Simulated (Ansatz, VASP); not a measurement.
P in VASP and in Ansatz

Contents of INCAR:

```
PREC = Accurate
ENCUT = 520
EDIFF = 1E-6
ISMEAR = -1
SIGMA = 0.1
LREAL = False
LASPH = True
NELM = 100
ALGO = Normal
ISIF = 2
LWAVE = False
LCHARG = False
GGA = PE
NBANDS = 14
```

The input KPOINTS:

```
regular mesh
0
Gamma
  9 9 14
```

The input POSCAR:

```
P
1.0
    4.5145422884      0.0000000000      0.0000000000
   -2.2572711442      3.9097083082      0.0000000000
    0.0000000000      0.0000000000      2.5448621375
P
3
Direct
    0.0000000000      0.0000000000      0.0000000000
    0.3333333333      0.6666666667      0.5000000000
    0.6666666667      0.3333333333      0.5000000000
```

Input for Ansatz:

```yaml
crystal:
  lattice:
    - [4.5145422884, 0.0, 0.0]
    - [-2.2572711442, 3.9097083082, 0.0]
    - [0.0, 0.0, 2.5448621375]
  atoms:
    - { symbol: P, position: [0.0, 0.0, 0.0] }
    - { symbol: P, position: [0.3333333333, 0.6666666667, 0.5] }
    - { symbol: P, position: [0.6666666667, 0.3333333333, 0.5] }
hamiltonian:
  xc: pbe
  pseudopotentials:
    kind: paw
    azcp:
      P: "pseudopotentials/P.paw.azcp"
basis:
  ecutwfc: 420
  fft_grid_basis: typed
kpoints:
  mp_grid: { grid: [9, 9, 14], shift: [0, 0, 0] }
magnetization:
  spin_polarized: false
scf:
  occupations: { method: fermi_dirac, width: 0.1 }
  lower_state_search: "off"
output:
  stress: true
  write_density: true
  write_potential: true
  elf: true
  volumetric_format: npy
```

Alike in both runs: task single point; functional PBE; k mesh 9 × 9 × 14; occupations fermi-dirac, width 0.1 eV; no spin polarisation.

```csv
,VASP,Ansatz
version,VASP 6.6.1,Ansatz 0.2.0
potentials or method,"VASP PAW PBE potentials, release 64 (P), cutoff 520 eV","plane waves (420 eV) with PAW, scalar-relativistic"
valence electrons in the cell,15,15
```

Ansatz gave:

| Property | Result |
| --- | --- |
| pressure (GPa) | -3.6 |
| traceless stress, the component that is largest in VASP (GPa) | -1.23 |

Question: Which values does VASP return?

Answer: Pressure (GPa): -3.8; traceless stress, the component that is largest in VASP (GPa): -1.26.
